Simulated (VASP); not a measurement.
# Cr (Im-3m) in VASP: further runs

The runs below take Cr through single point, with PBE.

All numbers are computed with VASP 6.6.1; they aren't measurements. Logs are shortened: lines on timing, memory, paths and dates and some standing lists are left out, and cuts for length are marked.

### Step 1. The cell of the first run

It takes space group Im-3m (No. 229, cubic). Conventional cell: a = 2.810 Å, b = 2.810 Å, c = 2.810 Å, α = 90.00°, β = 90.00°, γ = 90.00°. Within 3.2 Å of Cr (site symmetry m-3m) lie 14 Cr at 2.43 to 2.81 Å.

### Step 2. Single point, PBE (volume scaled by 0.960)

The input, INCAR:

```
SYSTEM = Cr
PREC = Accurate
ENCUT = 520
EDIFF = 1E-6
ISMEAR = 0
SIGMA = 0.05
LREAL = .False.
LASPH = .True.
NELM = 60
ALGO = Fast
ISIF = 2
LWAVE = .False.
LCHARG = .True.
GGA = PE
LELF = .True.
LVHAR = .True.
NBANDS = 12
```

The input, KPOINTS:

```
Automatic mesh
0
Gamma
  22 22 22
  0 0 0
```

The input, POSCAR:

```
Cr
1.0
   -1.4048632615      1.4048632615      1.4048632615
    1.4048632615     -1.4048632615      1.4048632615
    1.4048632615      1.4048632615     -1.4048632615
Cr
1
Direct
    0.0000000000      0.0000000000      0.0000000000
```

Potentials or basis: VASP PAW PBE potentials, release 64 (Cr_pv).

Started as:

```bash
> cat potpaw_PBE.64/Cr_pv/POTCAR > POTCAR
> mpirun -np 1 vasp_std > vasp.out
```

OUTCAR:

```text
SYSTEM = Cr
   PREC = Accurate
   ENCUT = 520
   EDIFF = 1E-6
   ISMEAR = 0
   LREAL = .False.
   LASPH = .True.
   NELM = 60
   ISIF = 2
   GGA = PE

 ion  position               nearest neighbor table
   1  0.000  0.000  0.000-

  LATTYP: Found a body centered cubic cell.
 ALAT       =     2.8097265230

  Lattice vectors:

 A1 = (  -1.4048632615,   1.4048632615,   1.4048632615)
 A2 = (   1.4048632615,  -1.4048632615,   1.4048632615)
 A3 = (   1.4048632615,   1.4048632615,  -1.4048632615)

Analysis of symmetry for initial positions (statically):
=====================================================================
 Subroutine PRICEL returns:
 Original cell was already a primitive cell.

 Routine SETGRP: Setting up the symmetry group for a
 body centered cubic supercell.

 Subroutine GETGRP returns: Found 48 space group operations
 (whereof 48 operations were pure point group operations)
 out of a pool of 48 trial point group operations.

The static configuration has the point symmetry O_h .

Analysis of symmetry for dynamics (positions and initial velocities):
=====================================================================
 Subroutine PRICEL returns:
 Original cell was already a primitive cell.

 Routine SETGRP: Setting up the symmetry group for a
 body centered cubic supercell.

 Subroutine GETGRP returns: Found 48 space group operations
 (whereof 48 operations were pure point group operations)
 out of a pool of 48 trial point group operations.

The dynamic configuration has the point symmetry O_h .

 Subroutine INISYM returns: Found 48 space group operations
 (whereof 48 operations are pure point group operations),
 and found     1 'primitive' translations

----------------------------------------------------------------------------------------

                                     Primitive cell

  volume of cell :      11.0908

  direct lattice vectors                    reciprocal lattice vectors
    -1.404863262  1.404863262  1.404863262     0.000000000  0.355906524  0.355906524
     1.404863262 -1.404863262  1.404863262     0.355906524  0.000000000  0.355906524
     1.404863262  1.404863262 -1.404863262     0.355906524  0.355906524  0.000000000

  length of vectors
     2.433294547  2.433294547  2.433294547     0.503327833  0.503327833  0.503327833

  position of ions in fractional coordinates (direct lattice)
     0.000000000  0.000000000  0.000000000

  ion indices of the primitive-cell ions
   primitive index   ion index
[... 76 lines left out ...]
   NSW    =      0    number of steps for IOM
   IBRION =     -1    ionic relax: 0-MD 1-quasi-New 2-CG
   NFREE  =      0    steps in history (QN), initial steepest desc. (CG)
   ISIF   =      2    stress and relaxation
   ISYM   =      2    0-nonsym 1-usesym 2-fastsym
   POTIM  = 0.5000    time-step for ionic-motion
   TEBEG  =    0.0;   TEEND  =   0.0 temperature during run
   PSTRESS=    0.0 pullay stress
   NELECT =      12.0000    total number of electrons
   NUPDOWN=      -1.0000    fix difference up-down
   EMIN   =  10.00;   EMAX   =-10.00  energy-range for DOS
   EFERMI =   0.00;   METHOD = LEGACY
   ISMEAR =     0;   SIGMA  =   0.05  broadening in eV -4-tet -1-fermi 0-gaus
   EFERMI_NEDOS =   21; number of points for ismear=-14 and -15
   IALGO  =     68    algorithm
   IMIX   =      4    mixing-type and parameters
     AMIX     =   0.40;   BMIX     =  1.00
     AMIX_MAG =   1.60;   BMIX_MAG =  1.00
  volume/ion in A,a.u.               =      11.09        74.84
  Fermi-wavevector in a.u.,A,eV,Ry     =   1.680665  3.175997 38.431497  2.824635
  Thomas-Fermi vector in A             =   2.764359
   LORBIT       =      0    0 simple, 1 ext, 2 COOP (PROOUT), +10 PAW based schemes
   GGA     = PE    functional components
   LHFCALC =     F    Hartree Fock is set to
   AEXX    =    0.0000 exact exchange contribution
   IVDW    =     0    specifies the selected vdW correction
   LEPSILON=     F    determine dielectric tensor
   LRPA    =     F    only Hartree local field effects (RPA)
 non-spin polarized calculation
 RMM-DIIS sequential band-by-band and
 Gauss-broadening in eV      SIGMA  =   0.05
  energy-cutoff  :      520.00
  volume of cell :       11.09
 maximum number of plane-waves:       321
   NGX =  9   NGY =  9   NGZ =  9

 number of electron      12.0000013 magnetization

 Free energy of the ion-electron system (eV)
  ---------------------------------------------------
  ext. energy  EPLUGINS =         0.00000000
  ---------------------------------------------------
  free energy    TOTEN  =        -9.49986432 eV

  energy without entropy =       -9.49849007  energy(sigma->0) =       -9.49917720

 E-fermi :  11.5747     XC(G=0): -13.9115

 val. band max:       11.5738109316   @ k =  -0.4091   0.4545   0.2727
 cond. band min:      11.5798880364   @ k =   0.4091   0.0909   0.0000
 fundamental gap:      0.0060771048
 Fermi energy:        11.5746793852

 k-point     1 :       0.0000    0.0000    0.0000
  band No.  band energies     occupation
      1     -31.1062      2.00000
      2     -31.1062      2.00000
      3     -31.1062      2.00000
      4       3.5630      2.00000
      5      10.5985      2.00000
      6      10.5985      2.00000
      7      10.5985      2.00000
      8      12.7626      0.00000
      9      12.7626      0.00000
     10      18.6950      0.00000
     11      34.1831      0.00000
     12      34.1831      0.00000
[... 331 lines left out ...]
 k-point    24 :       0.1364    0.0909    0.0000
  band No.  band energies     occupation
      1     -31.4670      2.00000
      2     -31.1988      2.00000
      3     -31.1341      2.00000
      4       5.1997      2.00000
      5      10.0746      2.00000
      6      10.2118      2.00000
      7      11.8366      0.00000
      8      12.2844      0.00000
      9      12.9029      0.00000
     10      18.6946      0.00000
     11      31.1214      0.00000
     12      32.4647      0.00000

 [... further k-points ...]
[... 5 lines left out ...]
  --------------------------------------------------------------------------------------
  -------------------------------------------------------------------------------------
  Total        0.7753166      0.7753166      0.7753166      0.0000000      0.0000000      0.0000000
  in kB      112.0024467    112.0024467    112.0024467      0.0000000      0.0000000      0.0000000
  external PRESSURE =     112.0024467 kB  Pullay stress =       0.0000000 kB

 VOLUME and BASIS-vectors are now :
 -----------------------------------------------------------------------------
  energy-cutoff  :      520.00
  volume of cell :       11.09
      direct lattice vectors                 reciprocal lattice vectors
    -1.404863262  1.404863262  1.404863262     0.000000000  0.355906524  0.355906524
     1.404863262 -1.404863262  1.404863262     0.355906524  0.000000000  0.355906524
     1.404863262  1.404863262 -1.404863262     0.355906524  0.355906524  0.000000000

 POSITION                                       TOTAL-FORCE (eV/Angst)
 -----------------------------------------------------------------------------------
      0.00000      0.00000      0.00000         0.000000     -0.000000      0.000000
 -----------------------------------------------------------------------------------
    total drift:                                0.000000      0.000000      0.000000

  FREE ENERGIE OF THE ION-ELECTRON SYSTEM (eV)
  ---------------------------------------------------
  free  energy   TOTEN  =        -9.4998643242 eV

  energy  without entropy=       -9.4984900720  energy(sigma->0) =       -9.49917720
```

Run time: 15 s. Hardware: 1 thread of Intel Xeon 6975P-C (Granite Rapids), shared host; peak memory 0.15 GiB.

Results:

```
Free energy            : -9.4999 eV
Pressure               : 11.2 GPa
Band gap on the k mesh : zero (band 6 reaches 14.15 eV, above the bottom of band 7 at 10.60 eV)
```

Caveat: the cell differs from its parent crystal (volume scaled by 0.960); the run has no spin polarisation, though such a crystal can be magnetic.

### Step 3. Single point, PBE

This run uses another cell than the first one, of 11.28 Å³/atom, 1.017 times its volume.

The input, INCAR:

```
SYSTEM = Cr
ALGO     = Fast           ! electronic algorithm
EDIFF    = 1E-6           ! SCF threshold, eV
ENCUT    = 520            ! plane-wave cutoff, eV
GGA      = PE             ! functional
ISIF     = 2              ! what is computed and relaxed
ISMEAR   = 0              ! smearing method
LASPH    = .TRUE.         ! aspherical terms in the spheres
LCHARG   = .FALSE.        ! write CHGCAR
LREAL    = .FALSE.        ! projectors in reciprocal space
LWAVE    = .FALSE.        ! write WAVECAR
NBANDS   = 12             ! bands
NELM     = 60             ! most SCF steps
PREC     = Accurate       ! precision mode
SIGMA    = 0.05           ! smearing width, eV
```

The input, KPOINTS:

```
k-points
0
G
  22 22 22
  0 0 0
```

The input, POSCAR:

```
Cr
1.0
   -1.4128508146      1.4128508146      1.4128508146
    1.4128508146     -1.4128508146      1.4128508146
    1.4128508146      1.4128508146     -1.4128508146
Cr
1
Direct
    0.0000000000      0.0000000000      0.0000000000
```

Potentials or basis: VASP PAW PBE potentials, release 64 (Cr_pv).

Started as:

```bash
> cat potpaw_PBE.64/Cr_pv/POTCAR > POTCAR
> mpirun -np 1 vasp_std > vasp.out
```

Run time: 15 s. Hardware: 1 thread of Intel Xeon 6975P-C (Granite Rapids), shared host; peak memory 0.15 GiB.

The run converged. Its results:

```yaml
Free_energy: -9.5099 eV
Pressure: 6.2 GPa
Band_gap_on_the_k_mesh: zero (band 6 reaches 13.84 eV, above the bottom of band 7 at 10.37 eV)
```

Levels at points of the mesh, in eV from the Fermi level:
```csv
k point,band 3,band 4,band 5,band 6,band 7,band 8,band 9,band 10
"(0.00, 0.00, 0.00)",-42.70,-7.95,-0.95,-0.95,-0.95,1.17,1.17,7.11
"(0.50, 0.00, 0.00)",-42.71,-4.56,-2.55,1.17,1.17,1.52,2.92,7.10
"(0.50, 0.50, 0.50)",-43.38,-4.47,-4.47,2.52,2.52,2.52,7.11,10.82
```

Caveat: the run has no spin polarisation, though such a crystal can be magnetic. Spin polarisation is off, so any magnetic state and its effect on volume and gap are missing.
